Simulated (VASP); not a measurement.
**MgO2: single point with r2SCAN**

Crystal: MgO2.

```
Mg O
1.0
     1.60476    0.92651    3.54639
    -1.60476    0.92651    3.54639
     0.00000   -1.85302    3.54639
Mg O
1 2
Direct
  0.00000 0.00000 0.00000
  0.42879 0.42879 0.42879
  0.57121 0.57121 0.57121
```

This cell differs from its parent crystal: strain +0.000 along x and y, +0.015 along z.

| Property | Result |
| --- | --- |
| Program | VASP 6.6.1 |
| Task | single point |
| Functional | r2SCAN |
| Potentials or basis | VASP PAW PBE potentials, release 64 (Mg, O) |
| Cutoff | 520 eV |
| k mesh | 12 × 12 × 12 |
| Occupations | gaussian, width 0.05 eV |
| Spin | no spin polarisation |

- Pressure: -8.4 GPa
- Largest force: 0.334 eV/Å
- Band gap on the k mesh: 2.61 eV

Forces on the atoms (eV/Å):
```
Mg   0.000  0.000  0.000
O    0.000  0.000  0.334
O    0.000  0.000 -0.334
```

Stress tensor (GPa, compression positive):
```
 -6.11   0.00   0.00
  0.00  -6.11   0.00
  0.00   0.00 -12.86
```

Levels at points of the mesh, in eV from the valence-band top:
```tsv
k point	band 4	band 5	band 6	band 7	band 8	band 9	band 10	band 11
(0.00, 0.00, 0.00)	-3.21	-3.21	-0.78	-0.78	5.33	5.39	12.91	14.95
(0.50, 0.00, 0.00)	-5.89	-3.55	-1.22	-1.15	4.60	9.51	11.26	13.55
(0.50, 0.50, 0.00)	-5.25	-4.21	-2.11	-0.15	3.89	8.81	12.00	13.34
(0.50, 0.50, 0.50)	-3.72	-3.72	0.00	0.00	2.61	5.89	10.26	15.34
```

Wall time 6.4 min on 1 thread of Intel(R) Xeon(R) Platinum 8259CL CPU @ 2.50GHz (Skylake/Cascade Lake), on a shared host, peak memory 0.23 GiB.

Caveat: the cell differs from its parent crystal (strain +0.000 along x and y, +0.015 along z); the cell stands under tension; the PAW data sets were made with another functional, which shifts forces and pressure a little. A k mesh can miss the band edges.
